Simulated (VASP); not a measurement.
# CdS (Fm-3m) in VASP: relaxation of cell and atoms with LDA

Aim: the relaxation of cell and atoms of CdS with LDA.

All numbers are computed with VASP 6.6.1; they aren't measurements. Logs are shortened: lines on timing, memory, paths and dates and some standing lists are left out, and cuts for length are marked.

## (1) The cell of the first run

The structure is cubic, space group Fm-3m (No. 225). Conventional cell: a = 5.506 Å, b = 5.506 Å, c = 5.506 Å, α = 90.00°, β = 90.00°, γ = 90.00°. Within 3.6 Å of Cd (site symmetry m-3m) lie 6 S at 2.75 Å. S (site symmetry m-3m) has 6 Cd at 2.75 Å within 3.6 Å.

## (2) Relaxation of cell and atoms, LDA

File INCAR:

```
SYSTEM = CdS
ALGO = Normal ; EDIFF = 1E-7
EDIFFG = -0.01 ; ENCUT = 630
GGA_COMPAT = .False. ; IBRION = 2
ISIF = 3 ; ISMEAR = -1
LASPH = .True. ; LCHARG = .False.
LREAL = .False. ; LWAVE = .False.
NELM = 120 ; NELMIN = 4
NSW = 80 ; PREC = Accurate
SIGMA = 0.01
```

File KPOINTS:

```
k-points
0
Gamma
  6 6 6
  0 0 0
```

File POSCAR:

```
CdS
1.0
    0.0000000000      2.7532400000      2.7532400000
    2.7532400000      0.0000000000      2.7532400000
    2.7532400000      2.7532400000      0.0000000000
Cd S
1 1
Direct
    0.0000000000      0.0000000000      0.0000000000
    0.5000000000      0.5000000000      0.5000000000
```

Potentials or basis: VASP PAW LDA potentials, release 64 (Cd_sv_GW, S).

Started as:

```console
$ cat potpaw_LDA.64/Cd_sv_GW/POTCAR potpaw_LDA.64/S/POTCAR > POTCAR
$ mpirun -np 1 vasp_std > vasp.out
```

OUTCAR:

```text
SYSTEM = CdS
   EDIFF = 1E-7
   EDIFFG = -0.01
   ENCUT = 630
   IBRION = 2
   ISIF = 3
   ISMEAR = -1
   LASPH = .True.
   LREAL = .False.
   NELM = 120
   NELMIN = 4
   NSW = 80
   PREC = Accurate

 ion  position               nearest neighbor table
   1  0.000  0.000  0.000-
   2  0.500  0.500  0.500-

  LATTYP: Found a face centered cubic cell.
 ALAT       =     5.5064800000

  Lattice vectors:

 A1 = (   0.0000000000,   2.7532400000,   2.7532400000)
 A2 = (   2.7532400000,   0.0000000000,   2.7532400000)
 A3 = (   2.7532400000,   2.7532400000,   0.0000000000)

Analysis of symmetry for initial positions (statically):
=====================================================================
 Subroutine PRICEL returns:
 Original cell was already a primitive cell.

 Routine SETGRP: Setting up the symmetry group for a
 face centered cubic supercell.

 Subroutine GETGRP returns: Found 48 space group operations
 (whereof 48 operations were pure point group operations)
 out of a pool of 48 trial point group operations.

The static configuration has the point symmetry O_h .

Analysis of symmetry for dynamics (positions and initial velocities):
=====================================================================
 Subroutine PRICEL returns:
 Original cell was already a primitive cell.

 Routine SETGRP: Setting up the symmetry group for a
 face centered cubic supercell.

 Subroutine GETGRP returns: Found 48 space group operations
 (whereof 48 operations were pure point group operations)
 out of a pool of 48 trial point group operations.

The dynamic configuration has the point symmetry O_h .

 Subroutine INISYM returns: Found 48 space group operations
 (whereof 48 operations are pure point group operations),
 and found     1 'primitive' translations

----------------------------------------------------------------------------------------

                                     Primitive cell

  volume of cell :      41.7409

  direct lattice vectors                    reciprocal lattice vectors
     0.000000000  2.753240000  2.753240000    -0.181604219  0.181604219  0.181604219
     2.753240000  0.000000000  2.753240000     0.181604219 -0.181604219  0.181604219
     2.753240000  2.753240000  0.000000000     0.181604219  0.181604219 -0.181604219

[... 58 lines left out ...]
   total plane-waves  NPLWV =  32768
   dimension x,y,z NGX =    32 NGY =   32 NGZ =   32
   dimension x,y,z NGXF=    64 NGYF=   64 NGZF=   64
   ions per type =               1   1
   NGX,Y,Z   is equivalent  to a cutoff of  13.66, 13.66, 13.66 a.u.
   NGXF,Y,Z  is equivalent  to a cutoff of  27.33, 27.33, 27.33 a.u.
 SYSTEM =  CdS
   PREC   = accura    normal or accurate (medium, high low for compatibility)
   ISTART =      0    job   : 0-new  1-cont  2-samecut
   ICHARG =      2    charge: 1-file 2-atom 10-const
   ISPIN  =      1    spin polarized calculation?
   LNONCOLLINEAR =      F non collinear calculations
   LSORBIT =      F    spin-orbit coupling
   LASPH  =      T    aspherical Exc in radial PAW
   ENCUT  =  630.0 eV  46.30 Ry    6.80 a.u.   7.97  7.97  7.97*2*pi/ulx,y,z
   NELM   =    120;   NELMIN=  4; NELMDL= -5     # of ELM steps
   EDIFF  = 0.1E-06   stopping-criterion for ELM
   LREAL  =      F    real-space projection
   EDIFFG = -.1E-01   stopping-criterion for IOM
   NSW    =     80    number of steps for IOM
   IBRION =      2    ionic relax: 0-MD 1-quasi-New 2-CG
   NFREE  =      1    steps in history (QN), initial steepest desc. (CG)
   ISIF   =      3    stress and relaxation
   ISYM   =      2    0-nonsym 1-usesym 2-fastsym
   POTIM  = 0.5000    time-step for ionic-motion
   TEBEG  =    0.0;   TEEND  =   0.0 temperature during run
   PSTRESS=    0.0 pullay stress
   NELECT =      26.0000    total number of electrons
   NUPDOWN=      -1.0000    fix difference up-down
   EMIN   =  10.00;   EMAX   =-10.00  energy-range for DOS
   EFERMI =   0.00;   METHOD = LEGACY
   ISMEAR =    -1;   SIGMA  =   0.01  broadening in eV -4-tet -1-fermi 0-gaus
   EFERMI_NEDOS =   21; number of points for ismear=-14 and -15
   IALGO  =     38    algorithm
   IMIX   =      4    mixing-type and parameters
     AMIX     =   0.40;   BMIX     =  1.00
     AMIX_MAG =   1.60;   BMIX_MAG =  1.00
  volume/ion in A,a.u.               =      20.87       140.84
  Fermi-wavevector in a.u.,A,eV,Ry     =   1.398122  2.642068 26.595939  1.954746
  Thomas-Fermi vector in A             =   2.521311
   LORBIT       =      0    0 simple, 1 ext, 2 COOP (PROOUT), +10 PAW based schemes
   GGA     = CA    functional components
   LHFCALC =     F    Hartree Fock is set to
   AEXX    =    0.0000 exact exchange contribution
   IVDW    =     0    specifies the selected vdW correction
   LEPSILON=     F    determine dielectric tensor
   LRPA    =     F    only Hartree local field effects (RPA)
 conjugate gradient relaxation of ions
 non-spin polarized calculation
  energy-cutoff  :      630.00
  volume of cell :       41.74
 maximum number of plane-waves:      1524
   NGX = 15   NGY = 15   NGZ = 15

--------------------------------------- Ionic step        1  -------------------------------------------

 number of electron      25.9999995 magnetization

 Free energy of the ion-electron system (eV)
  ---------------------------------------------------
  ext. energy  EPLUGINS =         0.00000000
  ---------------------------------------------------
  free energy    TOTEN  =        -7.21866104 eV

  energy without entropy =       -7.21808616  energy(sigma->0) =       -7.21837360

------------------------ aborting loop because EDIFF is reached ----------------------------------------

  FORCE on cell =-STRESS in cart. coord.  units (eV):
  Direction    XX          YY          ZZ          XY          YZ          ZX
  --------------------------------------------------------------------------------------
  -------------------------------------------------------------------------------------
  Total       -1.7943926     -1.7943926     -1.7943926      0.0000000      0.0000000     -0.0000000
  in kB      -68.8756721    -68.8756721    -68.8756721      0.0000000      0.0000000     -0.0000000
  external PRESSURE =     -68.8756721 kB  Pullay stress =       0.0000000 kB
[... 59 lines left out ...]
--------------------------------------- Ionic step        3  -------------------------------------------

 number of electron      25.9999998 magnetization

 Free energy of the ion-electron system (eV)
  ---------------------------------------------------
  ext. energy  EPLUGINS =         0.00000000
  ---------------------------------------------------
  free energy    TOTEN  =        -7.30276849 eV

  energy without entropy =       -7.30217278  energy(sigma->0) =       -7.30247063

 E-fermi :   5.4629     XC(G=0): -11.2709

 val. band max:        5.4537114714   @ k =   0.5000   0.0000   0.0000
 cond. band min:       6.4768286863   @ k =   0.0000   0.0000   0.0000
 fundamental gap:      1.0231172149
 Fermi energy:         5.4628816994

 k-point     1 :       0.0000    0.0000    0.0000
  band No.  band energies     occupation
      1     -95.6848      2.00000
      2     -57.0748      2.00000
      3     -57.0748      2.00000
      4     -57.0748      2.00000
      5      -7.8776      2.00000
      6      -2.3847      2.00000
[... 338 lines left out ...]
  FREE ENERGIE OF THE ION-ELECTRON SYSTEM (eV)
  ---------------------------------------------------
  free  energy   TOTEN  =        -7.3027684937 eV

  energy  without entropy=       -7.3021727751  energy(sigma->0) =       -7.30247063

 reached required accuracy - stopping structural energy minimisation
```

OSZICAR:

```text
N       E                     dE             d eps       ncg     rms          rms(c)
DAV:   1     0.431342642896E+03    0.43134E+03   -0.16748E+04   561   0.224E+03
DAV:   2     0.403856473311E+02   -0.39096E+03   -0.37605E+03   553   0.704E+02
DAV:   3    -0.586242929466E+01   -0.46248E+02   -0.45767E+02   818   0.258E+02
[... 31 lines left out ...]
DAV:   6    -0.730275532754E+01   -0.21929E-03   -0.10216E-03   581   0.550E-01    0.582E-02
DAV:   7    -0.730277009790E+01   -0.14770E-04   -0.33065E-05   871   0.111E-01    0.157E-02
DAV:   8    -0.730276887688E+01    0.12210E-05   -0.89388E-06   853   0.900E-02    0.103E-02
DAV:   9    -0.730276849261E+01    0.38427E-06   -0.14814E-06   783   0.364E-02    0.317E-03
DAV:  10    -0.730276849368E+01   -0.10705E-08   -0.41614E-08   278   0.234E-03
   3 F= -.73027685E+01 E0= -.73024706E+01  d E =-.841075E-01
```

Run time: 22 s. Hardware: 1 thread of Intel Xeon Platinum 8488C (Sapphire Rapids), shared host; peak memory 0.17 GiB.

Results:

```yaml
Free_energy: -7.3028 eV
Relaxed_volume: 19.07 Å³/atom
Relaxed_cell: a = 3.778 Å, b = 3.778 Å, c = 3.778 Å, α = 60.00°, β = 60.00°, γ = 60.00°
Space_group_after_relaxing_to_0.1_Å: Fm-3m (No. 225)
Energy_gained_by_relaxing: 42.1 meV/atom
Ionic_steps: 3
Pressure_after_relaxing: 0.0 GPa
Band_gap_on_the_k_mesh: zero (filled and empty bands overlap)
```

The path:
| step | energy change (eV) | largest force (eV/Å) | pressure (GPa) | volume (Å³) |
| --- | --- | --- | --- | --- |
| 1 | 0.0000 | 0.0000 | -6.89 | 41.74 |
| 2 | -0.0637 | 0.0000 | 4.33 | 36.55 |
| 3 | -0.0841 | 0.0000 | -0.01 | 38.14 |

Final structure:
```
Cd S
1.0
     0.00000    2.67156    2.67156
     2.67156    0.00000    2.67156
     2.67156    2.67156    0.00000
Cd S
1 1
Direct
  0.00000 0.00000 0.00000
  0.50000 0.50000 0.50000
```

Caveat: semilocal functionals underestimate gaps, and a narrow one can read as zero.

The gap in the log of VASP goes by the Fermi energy; the results here count the filled bands.